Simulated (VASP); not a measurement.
# Mg (I4/mmm) in VASP: notebook

Mg is run at these levels: PBEsol; tasks: single point.

Program: VASP 6.6.1. These are calculated values, not measurements. Logs are shortened: lines on timing, memory, paths and dates and some standing lists are left out, and cuts for length are marked.

### 1 The cell of the first run

The structure is tetragonal, space group I4/mmm (No. 139). The conventional cell has a = 3.559 Å, b = 3.559 Å, c = 3.668 Å, α = 90.00°, β = 90.00°, γ = 90.00°. Mg (site symmetry 4/mmm) has 14 Mg at 3.11 to 3.67 Å within 4.1 Å.

### 2 Single point, PBEsol

INCAR reads:

```
SYSTEM = Mg
PREC     = Accurate       ! precision mode
ENCUT    = 520            ! plane-wave cutoff, eV
EDIFF    = 1E-6           ! SCF threshold, eV
ISMEAR   = 0              ! smearing method
SIGMA    = 0.15           ! smearing width, eV
LREAL    = .FALSE.        ! projectors in reciprocal space
LASPH    = .TRUE.         ! aspherical terms in the spheres
NELM     = 60             ! most SCF steps
ALGO     = Normal         ! electronic algorithm
ISIF     = 2              ! what is computed and relaxed
LWAVE    = .FALSE.        ! write WAVECAR
LCHARG   = .FALSE.        ! write CHGCAR
GGA      = PS             ! functional
NBANDS   = 7              ! bands
```

KPOINTS reads:

```
regular mesh
0
G
  18 18 18
  0 0 0
```

POSCAR reads:

```
Mg
1.0
   -1.7794500000      1.7794500000      1.8339000000
    1.7794500000     -1.7794500000      1.8339000000
    1.7794500000      1.7794500000     -1.8339000000
Mg
1
Direct
    0.0000000000      0.0000000000      0.0000000000
```

Potentials or basis: VASP PAW PBE potentials, release 64 (Mg).

Launch:

```console
$ cat potpaw_PBE.64/Mg/POTCAR > POTCAR
$ mpirun -np 1 vasp_std > vasp.out
```

OUTCAR:

```text
SYSTEM = Mg
   PREC = Accurate
   ENCUT = 520
   EDIFF = 1E-6
   ISMEAR = 0
   LREAL = .FALSE.
   LASPH = .TRUE.
   NELM = 60
   ISIF = 2
   GGA = PS

 ion  position               nearest neighbor table
   1  0.000  0.000  0.000-

  LATTYP: Found a body centered tetragonal cell.
 ALAT       =     3.5589000000
 C/A-ratio  =     1.0305993425

  Lattice vectors:

 A1 = (  -1.7794500000,   1.7794500000,   1.8339000000)
 A2 = (   1.7794500000,  -1.7794500000,   1.8339000000)
 A3 = (   1.7794500000,   1.7794500000,  -1.8339000000)

Analysis of symmetry for initial positions (statically):
=====================================================================
 Subroutine PRICEL returns:
 Original cell was already a primitive cell.

 Routine SETGRP: Setting up the symmetry group for a
 body centered tetragonal supercell.

 Subroutine GETGRP returns: Found 16 space group operations
 (whereof 16 operations were pure point group operations)
 out of a pool of 16 trial point group operations.

The static configuration has the point symmetry D_4h.

Analysis of symmetry for dynamics (positions and initial velocities):
=====================================================================
 Subroutine PRICEL returns:
 Original cell was already a primitive cell.

 Routine SETGRP: Setting up the symmetry group for a
 body centered tetragonal supercell.

 Subroutine GETGRP returns: Found 16 space group operations
 (whereof 16 operations were pure point group operations)
 out of a pool of 16 trial point group operations.

The dynamic configuration has the point symmetry D_4h.

 Subroutine INISYM returns: Found 16 space group operations
 (whereof 16 operations are pure point group operations),
 and found     1 'primitive' translations

----------------------------------------------------------------------------------------

                                     Primitive cell

  volume of cell :      23.2278

  direct lattice vectors                    reciprocal lattice vectors
    -1.779450000  1.779450000  1.833900000     0.000000000  0.280985698  0.272643001
     1.779450000 -1.779450000  1.833900000     0.280985698  0.000000000  0.272643001
     1.779450000  1.779450000 -1.833900000     0.280985698  0.280985698  0.000000000

  length of vectors
     3.113851926  3.113851926  3.113851926     0.391519053  0.391519053  0.397373785

  position of ions in fractional coordinates (direct lattice)
     0.000000000  0.000000000  0.000000000

  ion indices of the primitive-cell ions
   primitive index   ion index
                 1           1

----------------------------------------------------------------------------------------

 KPOINTS: regular mesh

Automatic generation of k-mesh.
 Grid dimensions read from file:
 generate k-points for:   18   18   18

 Generating k-lattice:

  Cartesian coordinates                     Fractional coordinates (reciprocal lattice)
     0.000000000  0.015610317  0.015146833     0.055555556 -0.000000000  0.000000000
     0.015610317  0.000000000  0.015146833    -0.000000000  0.055555556  0.000000000
     0.015610317  0.015610317  0.000000000     0.000000000  0.000000000  0.055555556

  Length of vectors
     0.021751058  0.021751058  0.022076321

  Shift w.r.t. Gamma in fractional coordinates (k-lattice)
     0.000000000  0.000000000  0.000000000

 Subroutine IBZKPT returns following result:
 ===========================================

 Found    480 irreducible k-points:

 Following reciprocal coordinates:
            Coordinates               Weight
  0.000000  0.000000  0.000000      1.000000
  0.055556  0.000000 -0.000000      8.000000
  0.111111  0.000000 -0.000000      8.000000
  0.166667  0.000000 -0.000000      8.000000
  0.222222  0.000000 -0.000000      8.000000
  0.277778  0.000000 -0.000000      8.000000
[... 16 lines left out ...]
 -0.277778  0.055556  0.000000     16.000000
 -0.222222  0.055556  0.000000     16.000000
 [... further k-points ...]
   k-points           NKPTS =    480   k-points in BZ     NKDIM =    480   number of bands    NBANDS=      7
   number of dos      NEDOS =    301   number of ions     NIONS =      1
   total plane-waves  NPLWV =  13824
   dimension x,y,z NGX =    24 NGY =   24 NGZ =   24
   dimension x,y,z NGXF=    48 NGYF=   48 NGZF=   48
   ions per type =               1
   NGX,Y,Z   is equivalent  to a cutoff of  12.81, 12.81, 12.81 a.u.
   NGXF,Y,Z  is equivalent  to a cutoff of  25.63, 25.63, 25.63 a.u.
 SYSTEM =  Mg
   PREC   = accura    normal or accurate (medium, high low for compatibility)
   ISTART =      0    job   : 0-new  1-cont  2-samecut
   ICHARG =      2    charge: 1-file 2-atom 10-const
   ISPIN  =      1    spin polarized calculation?
   LNONCOLLINEAR =      F non collinear calculations
   LSORBIT =      F    spin-orbit coupling
   LASPH  =      T    aspherical Exc in radial PAW
   ENCUT  =  520.0 eV  38.22 Ry    6.18 a.u.   5.79  5.79  5.79*2*pi/ulx,y,z
   NELM   =     60;   NELMIN=  2; NELMDL= -5     # of ELM steps
   EDIFF  = 0.1E-05   stopping-criterion for ELM
   LREAL  =      F    real-space projection
   EDIFFG = 0.1E-04   stopping-criterion for IOM
   NSW    =      0    number of steps for IOM
   IBRION =     -1    ionic relax: 0-MD 1-quasi-New 2-CG
   NFREE  =      0    steps in history (QN), initial steepest desc. (CG)
   ISIF   =      2    stress and relaxation
   ISYM   =      2    0-nonsym 1-usesym 2-fastsym
   POTIM  = 0.5000    time-step for ionic-motion
   TEBEG  =    0.0;   TEEND  =   0.0 temperature during run
   PSTRESS=    0.0 pullay stress
   NELECT =       2.0000    total number of electrons
   NUPDOWN=      -1.0000    fix difference up-down
   EMIN   =  10.00;   EMAX   =-10.00  energy-range for DOS
   EFERMI =   0.00;   METHOD = LEGACY
   ISMEAR =     0;   SIGMA  =   0.15  broadening in eV -4-tet -1-fermi 0-gaus
   EFERMI_NEDOS =   21; number of points for ismear=-14 and -15
   IALGO  =     38    algorithm
   IMIX   =      4    mixing-type and parameters
     AMIX     =   0.40;   BMIX     =  1.00
     AMIX_MAG =   1.60;   BMIX_MAG =  1.00
  volume/ion in A,a.u.               =      23.23       156.75
  Fermi-wavevector in a.u.,A,eV,Ry     =   0.722907  1.366096  7.110330  0.522595
  Thomas-Fermi vector in A             =   1.812989
   LORBIT       =      0    0 simple, 1 ext, 2 COOP (PROOUT), +10 PAW based schemes
   GGA     = PS    functional components
   LHFCALC =     F    Hartree Fock is set to
   AEXX    =    0.0000 exact exchange contribution
   IVDW    =     0    specifies the selected vdW correction
   LEPSILON=     F    determine dielectric tensor
   LRPA    =     F    only Hartree local field effects (RPA)
 non-spin polarized calculation
 Gauss-broadening in eV      SIGMA  =   0.15
  energy-cutoff  :      520.00
  volume of cell :       23.23
 maximum number of plane-waves:       642
   NGX = 11   NGY = 11   NGZ = 11

 number of electron       2.0000000 magnetization

 Free energy of the ion-electron system (eV)
  ---------------------------------------------------
  ext. energy  EPLUGINS =         0.00000000
  ---------------------------------------------------
  free energy    TOTEN  =        -1.69502379 eV

  energy without entropy =       -1.69068963  energy(sigma->0) =       -1.69285671

 E-fermi :   2.5605     XC(G=0):  -8.4999

 val. band max:        2.5406317125   @ k =  -0.4444  -0.4444   0.1111
 cond. band min:       2.5697299464   @ k =   0.3889   0.3889   0.0000
 fundamental gap:      0.0290982340
 Fermi energy:         2.5605430648

 k-point     1 :       0.0000    0.0000    0.0000
  band No.  band energies     occupation
      1      -4.3436      2.00000
      2      15.2820      0.00000
      3      15.2820      0.00000
      4      15.8649      0.00000
      5      17.1522      0.00000
      6      17.2998      0.00000
      7      17.5133      0.00000

 k-point     2 :       0.0556    0.0000   -0.0000
  band No.  band energies     occupation
      1      -4.2722      2.00000
      2      14.3937      0.00000
      3      14.9289      0.00000
      4      15.4760      0.00000
      5      16.4663      0.00000
      6      16.9239      0.00000
      7      17.6803      0.00000

 k-point     3 :       0.1111    0.0000   -0.0000
  band No.  band energies     occupation
      1      -4.0583      2.00000
      2      12.6111      0.00000
      3      14.2484      0.00000
      4      14.7363      0.00000
      5      15.7652      0.00000
      6      16.3714      0.00000
      7      17.8254      0.00000

 k-point     4 :       0.1667    0.0000   -0.0000
  band No.  band energies     occupation
      1      -3.7029      2.00000
      2      10.7243      0.00000
      3      13.5442      0.00000
      4      13.9980      0.00000
      5      15.0312      0.00000
      6      15.8897      0.00000
      7      18.0795      0.00000

 k-point     5 :       0.2222    0.0000   -0.0000
  band No.  band energies     occupation
      1      -3.2075      2.00000
      2       8.8932      0.00000
      3      12.8966      0.00000
      4      13.3601      0.00000
      5      14.3754      0.00000
      6      15.4086      0.00000
      7      18.4404      0.00000
[... 161 lines left out ...]
 k-point    22 :      -0.3333    0.0556    0.0000
  band No.  band energies     occupation
      1      -2.1418      2.00000
      2       6.3474      0.00000
      3      11.2615      0.00000
      4      12.3740      0.00000
      5      14.1695      0.00000
      6      15.3439      0.00000
      7      18.2952      0.00000

 k-point    23 :      -0.2778    0.0556    0.0000
  band No.  band energies     occupation
      1      -2.8445      2.00000
      2       8.0285      0.00000
      3      11.8022      0.00000
      4      12.7980      0.00000
      5      14.6841      0.00000
      6      15.6529      0.00000
      7      17.8435      0.00000

 k-point    24 :      -0.2222    0.0556    0.0000
  band No.  band energies     occupation
      1      -3.4109      2.00000
      2       9.8083      0.00000
      3      12.4644      0.00000
      4      13.3235      0.00000
      5      15.3039      0.00000
      6      15.9274      0.00000
      7      17.6172      0.00000

 [... further k-points ...]

------------------------ aborting loop because EDIFF is reached ----------------------------------------

  FORCE on cell =-STRESS in cart. coord.  units (eV):
  Direction    XX          YY          ZZ          XY          YZ          ZX
  --------------------------------------------------------------------------------------
  -------------------------------------------------------------------------------------
  Total       -0.1790377     -0.1790377     -0.1540167      0.0000000      0.0000000      0.0000000
  in kB      -12.3494590    -12.3494590    -10.6235867      0.0000000      0.0000000      0.0000000
  external PRESSURE =     -11.7741683 kB  Pullay stress =       0.0000000 kB

 VOLUME and BASIS-vectors are now :
 -----------------------------------------------------------------------------
  energy-cutoff  :      520.00
  volume of cell :       23.23
      direct lattice vectors                 reciprocal lattice vectors
    -1.779450000  1.779450000  1.833900000     0.000000000  0.280985698  0.272643001
     1.779450000 -1.779450000  1.833900000     0.280985698  0.000000000  0.272643001
     1.779450000  1.779450000 -1.833900000     0.280985698  0.280985698  0.000000000

 POSITION                                       TOTAL-FORCE (eV/Angst)
 -----------------------------------------------------------------------------------
      0.00000      0.00000      0.00000         0.000000     -0.000000     -0.000000
 -----------------------------------------------------------------------------------
    total drift:                                0.000000      0.000000      0.000000

  FREE ENERGIE OF THE ION-ELECTRON SYSTEM (eV)
  ---------------------------------------------------
  free  energy   TOTEN  =        -1.6950237920 eV

  energy  without entropy=       -1.6906896313  energy(sigma->0) =       -1.69285671
```

It took 12 s on 1 thread of Intel Xeon 6975P-C (Granite Rapids), shared host; peak memory 0.2 GiB.

What came out:

```yaml
Free_energy: -1.6950 eV
Pressure: -1.2 GPa
Band_gap_on_the_k_mesh: zero (bands 1 and 2 overlap by 4.34 eV)
```

Caveat: the PAW data sets were made with another functional, which shifts forces and pressure a little.

### 3 Single point, PBEsol

This run uses another cell than the first one, of 23.45 Å³/atom.

INCAR reads:

```
ALGO     = Fast           # electronic algorithm
EDIFF    = 1E-7           # SCF threshold, eV
ENCUT    = 520            # plane-wave cutoff, eV
GGA      = PS             # functional
ISIF     = 2              # what is computed and relaxed
ISMEAR   = 0              # smearing method
LASPH    = True           # aspherical terms in the spheres
LCHARG   = False          # write CHGCAR
LREAL    = False          # projectors in reciprocal space
LWAVE    = False          # write WAVECAR
NBANDS   = 7              # bands
NELM     = 100            # most SCF steps
PREC     = Accurate       # precision mode
SIGMA    = 0.15           # smearing width, eV
```

KPOINTS reads:

```
k-points
0
Gamma
  18 18 18
```

POSCAR reads:

```
Mg
1.0
   -1.8219578674      1.8219578674      1.7659500000
    1.8219578674     -1.8219578674      1.7659500000
    1.8219578674      1.8219578674     -1.7659500000
Mg
1
Direct
    0.0000000000      0.0000000000      0.0000000000
```

Potentials or basis: VASP PAW PBE potentials, release 64 (Mg).

Launch:

```console
$ cat potpaw_PBE.64/Mg/POTCAR > POTCAR
$ mpirun -np 1 vasp_std > vasp.out
```

Run time: 14 s. Hardware: 1 thread of Intel Xeon 6975P-C (Granite Rapids), shared host; peak memory 0.2 GiB.

It converged, with:

```yaml
Free_energy: -1.6929 eV
Pressure: -1.5 GPa
Band_gap_on_the_k_mesh: zero (bands 1 and 2 overlap by 4.61 eV)
```

Stress tensor (GPa, compression positive):
```
-1.50  0.00  0.00
 0.00 -1.50  0.00
 0.00  0.00 -1.41
```

Levels at points of the mesh, in eV from the Fermi level:
```tsv
k point	band 1	band 2	band 3	band 4	band 5
(0.00, 0.00, 0.00)	-6.86	12.45	13.06	13.06	14.50
(0.50, 0.00, 0.00)	-1.42	-0.85	8.36	8.98	9.85
(0.50, 0.50, 0.00)	-1.55	-1.07	8.90	9.50	10.45
(0.50, 0.50, 0.50)	3.54	3.54	3.84	4.10	4.26
```

Caveat: the PAW data sets were made with another functional, which shifts forces and pressure a little.

[end of part 1 of 3]
